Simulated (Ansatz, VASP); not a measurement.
This is a calculation of Zr for Ansatz 0.2.0.

input.yaml

```yaml
crystal:
  lattice:
    - [3.232, 0.0, 0.0]
    - [-1.616, 2.798994105, 0.0]
    - [0.0, 0.0, 5.147]
  atoms:
    - { symbol: Zr, position: [0.6666666667, 0.3333333333, 0.75] }
    - { symbol: Zr, position: [0.3333333333, 0.6666666667, 0.25] }
kpoints:
  mp_grid: { grid: [5, 5, 3] }
scf:
  occupations: { method: fermi_dirac, width: 0.04 }
hamiltonian:
  xc: pbe
  pseudopotentials: { kind: all_electron, lapw: { basis_error: 0.003 } }
output:
  forces: true
  stress: true
  eigenvalues: true
```

Potentials or basis: all-electron LAPW, scalar-relativistic.

The run is started by

```bash
$ ansatz run input.yaml --threads 1 --pin off --max-ram 3072MiB --backend cpu --events-out ev --progress --plain --runs-dir out
```

Problem. Translate it to VASP 6.6.1. Potentials there: VASP PAW PBE potentials, release 64 (Zr_sv).

Solution. As run (the cutoff follows the program's own potentials):

INCAR

```
SYSTEM = Zr
PREC     = Accurate       ! precision mode
ENCUT    = 520            ! plane-wave cutoff, eV
EDIFF    = 1E-7           ! SCF threshold, eV
ISMEAR   = -1             ! smearing method
SIGMA    = 0.04           ! smearing width, eV
LREAL    = .False.        ! projectors in reciprocal space
LASPH    = .True.         ! aspherical terms in the spheres
NELM     = 60             ! most SCF steps
ALGO     = Fast           ! electronic algorithm
ISIF     = 2              ! what is computed and relaxed
LWAVE    = .False.        ! write WAVECAR
LCHARG   = .False.        ! write CHGCAR
GGA      = PE             ! functional
NBANDS   = 19             ! bands
```

File KPOINTS:

```
regular mesh
0
Gamma
  5 5 3
  0 0 0
```

File POSCAR:

```
Zr
1.0
    3.2320000000      0.0000000000      0.0000000000
   -1.6160000000      2.7989941050      0.0000000000
    0.0000000000      0.0000000000      5.1470000000
Zr
2
Direct
    0.6666666667      0.3333333333      0.7500000000
    0.3333333333      0.6666666667      0.2500000000
```

Potentials or basis: VASP PAW PBE potentials, release 64 (Zr_sv).

Launch:

```bash
$ cat potpaw_PBE.64/Zr_sv/POTCAR > POTCAR
$ mpirun -np 1 vasp_std > vasp.out
```

Both were run:

|  | VASP | Ansatz | Ansatz less VASP |
| --- | --- | --- | --- |
| gap on the k mesh at the Fermi level (eV) | none | none | - |
| pressure (GPa) | 0.7 | 0.7 | +0.02 |
| traceless stress, the component that is largest in VASP (GPa) | -1.15 | -1.15 | -0.002 |

A gap of «none» marks a metal or a gap that the smearing closes. Ansatz ran all-electron here, and VASP with PAW potentials.

The k mesh is coarse, so the values compare programs but aren't converged. Noted on Ansatz's run: the k mesh is thin for a metal, which can move the energy by tens of meV per atom.
